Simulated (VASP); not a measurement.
Input of a VASP 6.6.1 run:

File INCAR:

```
SYSTEM = C
  ALGO = Normal
  EDIFF = 1E-6
  ENCUT = 600
  GGA = RE
  GGA_COMPAT = .FALSE.
  ISIF = 2
  ISMEAR = -1
  ISYM = 0
  LASPH = .TRUE.
  LCHARG = .FALSE.
  LREAL = .FALSE.
  LWAVE = .FALSE.
  NBANDS = 11
  NELM = 120
  PREC = Accurate
  SIGMA = 0.1
```

File KPOINTS:

```
k-points
0
G
  17 17 19
  0 0 0
```

The input POSCAR:

```
C
1.0
   -1.2325360077      1.2325333056      1.7430406817
    1.2325333056     -1.2325360077      1.7430406817
    1.2325378732      1.2325378732     -1.7430456305
C
2
Direct
    0.0000004443      0.9999995557      1.0000000000
    0.7499995557      0.2500004443      0.5000000000
```

Potentials or basis: VASP PAW PBE potentials, release 64 (C).

Run with:

```console
$ cat potpaw_PBE.64/C/POTCAR > POTCAR
$ mpirun -np 1 vasp_std > vasp.out
```

Problem. What does it give for the pressure?

Solution. 41.1 GPa.

Problem. What does it give for the band gap on the k mesh?

Solution. 4.27 eV (least direct gap 5.78 eV).

Caveat: the cell stands under pressure; the PAW data sets were made with another functional, which shifts forces and pressure a little; an odd mesh through Γ misses points on the zone boundary, where band edges can lie.
